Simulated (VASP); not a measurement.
Input of a VASP 6.6.1 run:

The input POSCAR:

```
TaN
1.0
    2.7830740808      0.0000000000      0.0000000000
   -1.3915370404      2.4102128546      0.0000000000
    0.0000000000      0.0000000000      2.7309743278
Ta N
1 1
Direct
    0.3333333333      0.6666666667      0.5000000000
    0.0000000000      0.0000000000      0.0000000000
```

Contents of INCAR.step1:

```
SYSTEM = TaN
ALGO = Normal
EDIFF = 1E-5
ENCUT = 580
GGA = PE
GGA_COMPAT = .False.
ISMEAR = -1
LASPH = .True.
LCHARG = .False.
LREAL = .False.
LWAVE = .True.
NBANDS = 16
NELM = 120
PREC = Accurate
SIGMA = 0.03
```

The input INCAR.step2:

```
SYSTEM = TaN
ALGO = Normal
EDIFF = 1E-8
ENCUT = 580
GGA_COMPAT = .False.
ISIF = 2
ISMEAR = -1
ISTART = 1
LASPH = .True.
LCHARG = .False.
LEFG = .True.
LMIXTAU = .True.
LREAL = .False.
LWAVE = .False.
METAGGA = R2SCAN
NBANDS = 16
NELM = 120
PREC = Accurate
SIGMA = 0.03
```

KPOINTS

```
k-points
0
Gamma
  11 11 10
  0 0 0
```

Potentials or basis: VASP PAW PBE potentials, release 64 (Ta_sv_GW, N).

Command:

```sh
$ cat potpaw_PBE.64/Ta_sv_GW/POTCAR potpaw_PBE.64/N/POTCAR > POTCAR
$ cp INCAR.step1 INCAR
$ mpirun -np 1 vasp_std > vasp.out
$ cp INCAR.step2 INCAR
$ mpirun -np 1 vasp_std > vasp.out
```

Problem. Estimate the band gap on the k mesh.

Solution. Zero (bands 9 and 10 overlap by 0.61 eV).

Problem. Estimate the pressure.

Solution. 83.0 GPa.

Electric field gradients, principal values (V/Å²):
```tsv
atom	least	middle	greatest (by size)
1 Ta	1.449	1.449	-2.897
2 N	1.187	1.188	-2.374
```

Caveat: the stress differs along the axes, from 79 to 90 GPa; without QUAD_EFG the Cq values of the log hold for a quadrupole moment of 1 mb, not for the nuclei; the PAW data sets were made with another functional, which shifts forces and pressure a little; spin-orbit coupling is left out, which moves the levels of the heavy elements.
